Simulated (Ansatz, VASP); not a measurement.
Ge: VASP beside Ansatz

```
CELL_PARAMETERS angstrom
-2.70321 2.70321 1.36248
2.70321 -2.70321 1.36248
2.70321 2.70321 -1.36248
ATOMIC_POSITIONS crystal
Ge 0.25000 0.75000 0.50000
Ge 0.50000 0.50000 0.00000
```

Change from the starting cell: strain +0.050 along x and y, -0.025 along z, atoms carried along.

Alike in both runs: task single point; functional PBEsol; k mesh 20 × 20 × 20; occupations gaussian, width 0.15 eV; no spin polarisation.

|  | VASP | Ansatz |
| --- | --- | --- |
| version | VASP 6.6.1 | Ansatz 0.2.0 |
| potentials or method | VASP PAW PBE potentials, release 64 (Ge_d), cutoff 520 eV | scalar-relativistic, plane waves, PAW |
| valence electrons in the cell | 28 | 28 |

|  | VASP | Ansatz | Ansatz less VASP |
| --- | --- | --- | --- |
| gap on the k mesh at the Fermi level (eV) | none | none | - |
| pressure (GPa) | -4.9 | -4.9 | +0.04 |
| traceless stress, the component that is largest in VASP (GPa) | 3.96 | 3.96 | +0.003 |

VASP's potentials were made for PBE, not for PBEsol. A gap of «none» marks a metal or a gap that the smearing closes. With one functional, cell and mesh, what is left measures potentials, basis and numerics.
